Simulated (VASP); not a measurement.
# Ir (Fm-3m) in VASP: notebook

The runs below take Ir through single point, with BLYP+D4, PBEsol, r2SCAN, LDA.

All numbers are computed with VASP 6.6.1; they aren't measurements. Logs are shortened: lines on timing, memory, paths and dates and some standing lists are left out, and cuts for length are marked.

### 1 The cell of the first run

It takes space group Fm-3m (No. 225, cubic). The conventional cell has a = 3.861 Å, b = 3.861 Å, c = 3.861 Å, α = 90.00°, β = 90.00°, γ = 90.00°. Within 3.6 Å of Ir (site symmetry m-3m) lie 12 Ir at 2.73 Å.

### 2 Single point, BLYP+D4

Contents of INCAR:

```
PREC = Accurate
ENCUT = 500
EDIFF = 1E-6
ISMEAR = -1
SIGMA = 0.05
LREAL = F
LASPH = T
NELM = 120
ALGO = Normal
ISIF = 2
LWAVE = F
LCHARG = F
GGA = B5
ALDAX = 1.0
AGGAX = 1.0
AGGAC = 1.0
ALDAC = 0.0
IVDW = 13
VDW_S6 = 1.0
VDW_S8 = 2.34076671
VDW_A1 = 0.44488865
VDW_A2 = 4.0933009
NBANDS = 14
GGA_COMPAT = F
```

Contents of KPOINTS:

```
Automatic mesh
0
Gamma
  12 12 12
```

Contents of POSCAR:

```
Ir
1.0
    0.0000000000      1.9304700784      1.9304700784
    1.9304700784      0.0000000000      1.9304700784
    1.9304700784      1.9304700784      0.0000000000
Ir
1
Direct
    0.0000000000      0.0000000000      0.0000000000
```

Potentials or basis: VASP PAW PBE potentials, release 64 (Ir_sv_GW).

Run with:

```console
cat potpaw_PBE.64/Ir_sv_GW/POTCAR > POTCAR
mpirun -np 1 vasp_std > vasp.out
```

OUTCAR:

```text
PREC = Accurate
   ENCUT = 500
   EDIFF = 1E-6
   ISMEAR = -1
   LREAL = F
   LASPH = T
   NELM = 120
   ISIF = 2
   GGA = B5
   IVDW = 13

 ion  position               nearest neighbor table
   1  0.000  0.000  0.000-

  LATTYP: Found a face centered cubic cell.
 ALAT       =     3.8609401568

  Lattice vectors:

 A1 = (   0.0000000000,   1.9304700784,   1.9304700784)
 A2 = (   1.9304700784,   0.0000000000,   1.9304700784)
 A3 = (   1.9304700784,   1.9304700784,   0.0000000000)

Analysis of symmetry for initial positions (statically):
[... 5 lines left out ...]
 face centered cubic supercell.

 Subroutine GETGRP returns: Found 48 space group operations
 (whereof 48 operations were pure point group operations)
 out of a pool of 48 trial point group operations.

The static configuration has the point symmetry O_h .

Analysis of symmetry for dynamics (positions and initial velocities):
[... 5 lines left out ...]
 face centered cubic supercell.

 Subroutine GETGRP returns: Found 48 space group operations
 (whereof 48 operations were pure point group operations)
 out of a pool of 48 trial point group operations.

The dynamic configuration has the point symmetry O_h .

 Subroutine INISYM returns: Found 48 space group operations
 (whereof 48 operations are pure point group operations),
 and found     1 'primitive' translations

----------------------------------------------------------------------------------------

                                     Primitive cell

  volume of cell :      14.3886

  direct lattice vectors                    reciprocal lattice vectors
     0.000000000  1.930470078  1.930470078    -0.259004273  0.259004273  0.259004273
     1.930470078  0.000000000  1.930470078     0.259004273 -0.259004273  0.259004273
     1.930470078  1.930470078  0.000000000     0.259004273  0.259004273 -0.259004273

  length of vectors
     2.730096967  2.730096967  2.730096967     0.448608561  0.448608561  0.448608561

  position of ions in fractional coordinates (direct lattice)
     0.000000000  0.000000000  0.000000000

  ion indices of the primitive-cell ions
   primitive index   ion index
                 1           1

----------------------------------------------------------------------------------------

 KPOINTS: Automatic mesh

Automatic generation of k-mesh.
 Grid dimensions read from file:
 generate k-points for:   12   12   12

 Generating k-lattice:

  Cartesian coordinates                     Fractional coordinates (reciprocal lattice)
    -0.021583689  0.021583689  0.021583689     0.083333333  0.000000000  0.000000000
     0.021583689 -0.021583689  0.021583689     0.000000000  0.083333333  0.000000000
     0.021583689  0.021583689 -0.021583689     0.000000000  0.000000000  0.083333333

  Length of vectors
     0.037384047  0.037384047  0.037384047

  Shift w.r.t. Gamma in fractional coordinates (k-lattice)
     0.000000000  0.000000000  0.000000000

 Subroutine IBZKPT returns following result:
 ===========================================

 Found     72 irreducible k-points:

 Following reciprocal coordinates:
            Coordinates               Weight
  0.000000  0.000000  0.000000      1.000000
  0.083333  0.000000  0.000000      8.000000
  0.166667  0.000000  0.000000      8.000000
  0.250000  0.000000  0.000000      8.000000
  0.333333  0.000000  0.000000      8.000000
  0.416667  0.000000  0.000000      8.000000
[... 16 lines left out ...]
  0.500000  0.166667  0.000000     24.000000
 -0.416667  0.166667  0.000000     24.000000
 [... further k-points ...]
   k-points           NKPTS =     72   k-points in BZ     NKDIM =     72   number of bands    NBANDS=     14
   number of dos      NEDOS =    301   number of ions     NIONS =      1
   total plane-waves  NPLWV =   8000
   dimension x,y,z NGX =    20 NGY =   20 NGZ =   20
   dimension x,y,z NGXF=    40 NGYF=   40 NGZF=   40
   ions per type =               1
   NGX,Y,Z   is equivalent  to a cutoff of  12.18, 12.18, 12.18 a.u.
   NGXF,Y,Z  is equivalent  to a cutoff of  24.36, 24.36, 24.36 a.u.
 SYSTEM =  unknown system
   PREC   = accura    normal or accurate (medium, high low for compatibility)
   ISTART =      0    job   : 0-new  1-cont  2-samecut
   ICHARG =      2    charge: 1-file 2-atom 10-const
   ISPIN  =      1    spin polarized calculation?
   LNONCOLLINEAR =      F non collinear calculations
   LSORBIT =      F    spin-orbit coupling
   LASPH  =      T    aspherical Exc in radial PAW
   ENCUT  =  500.0 eV  36.75 Ry    6.06 a.u.   4.98  4.98  4.98*2*pi/ulx,y,z
   NELM   =    120;   NELMIN=  2; NELMDL= -5     # of ELM steps
   EDIFF  = 0.1E-05   stopping-criterion for ELM
   LREAL  =      F    real-space projection
   EDIFFG = 0.1E-04   stopping-criterion for IOM
   NSW    =      0    number of steps for IOM
   IBRION =     -1    ionic relax: 0-MD 1-quasi-New 2-CG
   NFREE  =      0    steps in history (QN), initial steepest desc. (CG)
   ISIF   =      2    stress and relaxation
   ISYM   =      2    0-nonsym 1-usesym 2-fastsym
   POTIM  = 0.5000    time-step for ionic-motion
   TEBEG  =    0.0;   TEEND  =   0.0 temperature during run
   PSTRESS=    0.0 pullay stress
   NELECT =      17.0000    total number of electrons
   NUPDOWN=      -1.0000    fix difference up-down
   EMIN   =  10.00;   EMAX   =-10.00  energy-range for DOS
[... 5 lines left out ...]
     AMIX     =   0.40;   BMIX     =  1.00
     AMIX_MAG =   1.60;   BMIX_MAG =  1.00
  volume/ion in A,a.u.               =      14.39        97.10
  Fermi-wavevector in a.u.,A,eV,Ry     =   1.730685  3.270521 40.753137  2.995271
  Thomas-Fermi vector in A             =   2.805194
   LORBIT       =      0    0 simple, 1 ext, 2 COOP (PROOUT), +10 PAW based schemes
   GGA     = B5    functional components
   LHFCALC =     F    Hartree Fock is set to
   AEXX    =    0.0000 exact exchange contribution
   IVDW    =    13    specifies the selected vdW correction
   LEPSILON=     F    determine dielectric tensor
   LRPA    =     F    only Hartree local field effects (RPA)
 non-spin polarized calculation
  energy-cutoff  :      500.00
  volume of cell :       14.39
 maximum number of plane-waves:       380
   NGX =  9   NGY =  9   NGZ =  9

 number of electron      17.0000000 magnetization

 Free energy of the ion-electron system (eV)
  ---------------------------------------------------
  ext. energy  EPLUGINS =         0.00000000
  ---------------------------------------------------
  free energy    TOTEN  =        -8.02685384 eV

  energy without entropy =       -8.02200749  energy(sigma->0) =       -8.02443066

 E-fermi :  13.1574     XC(G=0): -13.7407

 val. band max:       13.1384741870   @ k =  -0.3333   0.3333   0.0000
 cond. band min:      13.1623266800   @ k =  -0.2500   0.0833   0.0000
 fundamental gap:      0.0238524930
 Fermi energy:        13.1573992063

 k-point     1 :       0.0000    0.0000    0.0000
  band No.  band energies     occupation
      1     -79.2251      2.00000
      2     -35.9729      2.00000
      3     -35.9729      2.00000
      4     -35.9729      2.00000
      5       2.4447      2.00000
      6       9.3526      2.00000
      7       9.3526      2.00000
      8       9.3526      2.00000
      9      11.9451      2.00000
     10      11.9451      2.00000
     11      27.1291      0.00000
     12      32.4296      0.00000
     13      32.4296      0.00000
     14      32.4296      0.00000

 k-point     2 :       0.0833    0.0000    0.0000
  band No.  band energies     occupation
      1     -79.2213      2.00000
      2     -36.0262      2.00000
      3     -35.9805      2.00000
      4     -35.9805      2.00000
      5       2.7486      2.00000
      6       9.2040      2.00000
      7       9.4787      2.00000
      8       9.4787      2.00000
      9      11.8680      2.00000
     10      11.8680      2.00000
     11      27.6414      0.00000
     12      31.2259      0.00000
     13      32.9340      0.00000
     14      32.9340      0.00000

 k-point     3 :       0.1667    0.0000    0.0000
  band No.  band energies     occupation
      1     -79.2108      2.00000
      2     -36.1692      2.00000
      3     -36.0013      2.00000
      4     -36.0013      2.00000
      5       3.5785      2.00000
      6       8.9130      2.00000
      7       9.7349      2.00000
      8       9.7349      2.00000
      9      11.7971      2.00000
     10      11.7971      2.00000
     11      28.7297      0.00000
     12      29.2698      0.00000
     13      34.3593      0.00000
     14      34.3593      0.00000
[... 324 lines left out ...]
 k-point    23 :       0.5000    0.1667    0.0000
  band No.  band energies     occupation
      1     -79.1592      2.00000
      2     -36.6541      2.00000
      3     -36.1945      2.00000
      4     -36.1251      2.00000
      5       6.1775      2.00000
      6       8.5431      2.00000
      7      10.0334      2.00000
      8      10.1662      2.00000
      9      14.0752      0.00000
     10      16.4180      0.00000
     11      20.6380      0.00000
     12      28.4755      0.00000
     13      31.0801      0.00000
     14      31.7007      0.00000

 k-point    24 :      -0.4167    0.1667    0.0000
  band No.  band energies     occupation
      1     -79.1581      2.00000
      2     -36.6608      2.00000
      3     -36.2191      2.00000
      4     -36.1095      2.00000
      5       6.2448      2.00000
      6       8.5586      2.00000
      7      10.0567      2.00000
      8      10.3928      2.00000
      9      13.5652      0.00057
     10      16.9996      0.00000
     11      20.3099      0.00000
     12      28.3165      0.00000
     13      30.3855      0.00000
     14      32.2636      0.00000

 [... further k-points ...]

------------------------ aborting loop because EDIFF is reached ----------------------------------------

  DFT-D4 for vdW energy calculation

  Edisp (eV):   -1.76751

  FORCE on cell =-STRESS in cart. coord.  units (eV):
  Direction    XX          YY          ZZ          XY          YZ          ZX
  --------------------------------------------------------------------------------------
  -------------------------------------------------------------------------------------
  Total      -0.12224    -0.12224    -0.12224    -0.00000    -0.00000    -0.00000
  in kB     -13.61101   -13.61101   -13.61101    -0.00000    -0.00000    -0.00000
  external pressure =      -13.61 kB  Pullay stress =        0.00 kB

 VOLUME and BASIS-vectors are now :
 -----------------------------------------------------------------------------
  energy-cutoff  :      500.00
  volume of cell :       14.39
      direct lattice vectors                 reciprocal lattice vectors
     0.000000000  1.930470078  1.930470078    -0.259004273  0.259004273  0.259004273
     1.930470078  0.000000000  1.930470078     0.259004273 -0.259004273  0.259004273
     1.930470078  1.930470078  0.000000000     0.259004273  0.259004273 -0.259004273

 POSITION                                       TOTAL-FORCE (eV/Angst)
 -----------------------------------------------------------------------------------
      0.00000      0.00000      0.00000         0.000000      0.000000      0.000000
 -----------------------------------------------------------------------------------
    total drift:                               -0.000000      0.000000      0.000000

  FREE ENERGIE OF THE ION-ELECTRON SYSTEM (eV)
  ---------------------------------------------------
  free  energy   TOTEN  =        -9.7943679765 eV

  energy  without entropy=       -9.7895216303  energy(sigma->0) =       -9.79194480
```

It took 17 s on 1 thread of Intel Xeon Platinum 8488C (Sapphire Rapids), shared host; peak memory 0.14 GiB.

What came out:

* Free energy: -9.7944 eV
* Pressure: -1.4 GPa
* Dispersion energy per atom: -1.768 eV

Caveat: the PAW data sets were made with another functional, which shifts forces and pressure a little; spin-orbit coupling is left out, which moves the levels of the heavy elements; pairwise dispersion overbinds metals, which lowers pressure and volume.

### 3 Single point, PBEsol

This run uses another cell than the first one, of 14.03 Å³/atom, 0.975 times its volume.

Contents of INCAR:

```
  PREC = Accurate
  ENCUT = 500
  EDIFF = 1E-6
  ISMEAR = -1
  SIGMA = 0.05
  LREAL = False
  LASPH = True
  NELM = 120
  ALGO = Normal
  ISIF = 2
  LWAVE = False
  LCHARG = False
  GGA = PS
  NBANDS = 14
  GGA_COMPAT = False
```

KPOINTS is that of step 2.

Contents of POSCAR:

```
Ir
1.0
    0.0000000000      1.9144763341      1.9144763341
    1.9144763341      0.0000000000      1.9144763341
    1.9144763341      1.9144763341      0.0000000000
Ir
1
Direct
    0.0000000000      0.0000000000      0.0000000000
```

Potentials or basis: VASP PAW PBE potentials, release 64 (Ir_sv_GW).

Run with:

```console
cat potpaw_PBE.64/Ir_sv_GW/POTCAR > POTCAR
mpirun -np 1 vasp_std > vasp.out
```

OUTCAR:

```text
PREC = Accurate
   ENCUT = 500
   EDIFF = 1E-6
   ISMEAR = -1
   LREAL = False
   LASPH = True
   NELM = 120
   ISIF = 2
   GGA = PS

 ion  position               nearest neighbor table
   1  0.000  0.000  0.000-

  LATTYP: Found a face centered cubic cell.
 ALAT       =     3.8289526682

  Lattice vectors:

 A1 = (   0.0000000000,   1.9144763341,   1.9144763341)
 A2 = (   1.9144763341,   0.0000000000,   1.9144763341)
 A3 = (   1.9144763341,   1.9144763341,   0.0000000000)

Analysis of symmetry for initial positions (statically):
[... 5 lines left out ...]
 face centered cubic supercell.

 Subroutine GETGRP returns: Found 48 space group operations
 (whereof 48 operations were pure point group operations)
 out of a pool of 48 trial point group operations.

The static configuration has the point symmetry O_h .

Analysis of symmetry for dynamics (positions and initial velocities):
[... 5 lines left out ...]
 face centered cubic supercell.

 Subroutine GETGRP returns: Found 48 space group operations
 (whereof 48 operations were pure point group operations)
 out of a pool of 48 trial point group operations.

The dynamic configuration has the point symmetry O_h .

 Subroutine INISYM returns: Found 48 space group operations
 (whereof 48 operations are pure point group operations),
 and found     1 'primitive' translations

----------------------------------------------------------------------------------------

                                     Primitive cell

  volume of cell :      14.0340

  direct lattice vectors                    reciprocal lattice vectors
     0.000000000  1.914476334  1.914476334    -0.261168023  0.261168023  0.261168023
     1.914476334  0.000000000  1.914476334     0.261168023 -0.261168023  0.261168023
     1.914476334  1.914476334  0.000000000     0.261168023  0.261168023 -0.261168023

  length of vectors
     2.707478397  2.707478397  2.707478397     0.452356286  0.452356286  0.452356286

  position of ions in fractional coordinates (direct lattice)
[... 90 lines left out ...]
   EMIN   =  10.00;   EMAX   =-10.00  energy-range for DOS
[... 5 lines left out ...]
     AMIX     =   0.40;   BMIX     =  1.00
     AMIX_MAG =   1.60;   BMIX_MAG =  1.00
  volume/ion in A,a.u.               =      14.03        94.71
  Fermi-wavevector in a.u.,A,eV,Ry     =   1.745143  3.297843 41.436893  3.045526
  Thomas-Fermi vector in A             =   2.816887
   LORBIT       =      0    0 simple, 1 ext, 2 COOP (PROOUT), +10 PAW based schemes
   GGA     = PS    functional components
   LHFCALC =     F    Hartree Fock is set to
   AEXX    =    0.0000 exact exchange contribution
   IVDW    =     0    specifies the selected vdW correction
   LEPSILON=     F    determine dielectric tensor
   LRPA    =     F    only Hartree local field effects (RPA)
 non-spin polarized calculation
  energy-cutoff  :      500.00
  volume of cell :       14.03
 maximum number of plane-waves:       366
   NGX =  9   NGY =  9   NGZ =  9

 number of electron      17.0000000 magnetization

 Free energy of the ion-electron system (eV)
  ---------------------------------------------------
  ext. energy  EPLUGINS =         0.00000000
  ---------------------------------------------------
  free energy    TOTEN  =       -10.41620649 eV

  energy without entropy =      -10.41150525  energy(sigma->0) =      -10.41385587

 E-fermi :  12.9292     XC(G=0): -14.7584

 val. band max:       12.9046622657   @ k =   0.3333   0.0833   0.0000
 cond. band min:      12.9302214479   @ k =  -0.2500   0.0833   0.0000
 fundamental gap:      0.0255591822
 Fermi energy:        12.9292118786

 k-point     1 :       0.0000    0.0000    0.0000
  band No.  band energies     occupation
      1     -80.1339      2.00000
      2     -36.5319      2.00000
      3     -36.5319      2.00000
      4     -36.5319      2.00000
      5       1.6396      2.00000
      6       8.9484      2.00000
      7       8.9484      2.00000
      8       8.9484      2.00000
      9      11.6925      2.00000
     10      11.6925      2.00000
     11      26.4605      0.00000
     12      32.0057      0.00000
     13      32.0057      0.00000
     14      32.0057      0.00000
[... 377 lines left out ...]
      1     -80.0604      2.00000
      2     -37.2705      2.00000
      3     -36.7954      2.00000
      4     -36.6773      2.00000
      5       5.6338      2.00000
      6       8.0661      2.00000
      7       9.6785      2.00000
      8       9.8541      2.00000
      9      13.3565      0.00039
     10      16.6906      0.00000
     11      20.1699      0.00000
     12      27.7947      0.00000
     13      30.1081      0.00000
     14      32.0741      0.00000

 [... further k-points ...]
[... 5 lines left out ...]
  --------------------------------------------------------------------------------------
  -------------------------------------------------------------------------------------
  Total       -0.2880762     -0.2880762     -0.2880762     -0.0000000     -0.0000000      0.0000000
  in kB      -32.8880424    -32.8880424    -32.8880424     -0.0000000     -0.0000000      0.0000000
  external PRESSURE =     -32.8880424 kB  Pullay stress =       0.0000000 kB

 VOLUME and BASIS-vectors are now :
 -----------------------------------------------------------------------------
  energy-cutoff  :      500.00
  volume of cell :       14.03
      direct lattice vectors                 reciprocal lattice vectors
     0.000000000  1.914476334  1.914476334    -0.261168023  0.261168023  0.261168023
     1.914476334  0.000000000  1.914476334     0.261168023 -0.261168023  0.261168023
     1.914476334  1.914476334  0.000000000     0.261168023  0.261168023 -0.261168023

 POSITION                                       TOTAL-FORCE (eV/Angst)
 -----------------------------------------------------------------------------------
      0.00000      0.00000      0.00000        -0.000000     -0.000000     -0.000000
 -----------------------------------------------------------------------------------
    total drift:                               -0.000000     -0.000000     -0.000000

  FREE ENERGIE OF THE ION-ELECTRON SYSTEM (eV)
  ---------------------------------------------------
  free  energy   TOTEN  =       -10.4162064915 eV

  energy  without entropy=      -10.4115052535  energy(sigma->0) =      -10.41385587
```

stdout:

```text
POSCAR found type information on POSCAR Ir
 POSCAR found :  1 types and       1 ions
 scaLAPACK will be used
 -----------------------------------------------------------------------------
|                                                                             |
|                                                                             |
|     You enforced a specific xc type in the INCAR file but a different       |
|     I HOPE YOU KNOW WHAT YOU ARE DOING!                                     |
|                                                                             |
 -----------------------------------------------------------------------------

 LDA part: xc-table for (Slater+PW92), standard interpolation
 POSCAR, INCAR and KPOINTS ok, starting setup
 FFT: planning ... GRIDC
 FFT: planning ... GRID_SOFT
 FFT: planning ... GRID
 WAVECAR not read
 entering main loop
```

Run time: 21 s. Hardware: 1 thread of AMD EPYC 7R13 (Zen 3), shared host; peak memory 0.11 GiB.

Results:

* Free energy: -10.4162 eV
* Pressure: -3.3 GPa

Caveat: the PAW data sets were made with another functional, which shifts forces and pressure a little; spin-orbit coupling is left out, which moves the levels of the heavy elements.

(Part 1 of 2 ends here.)
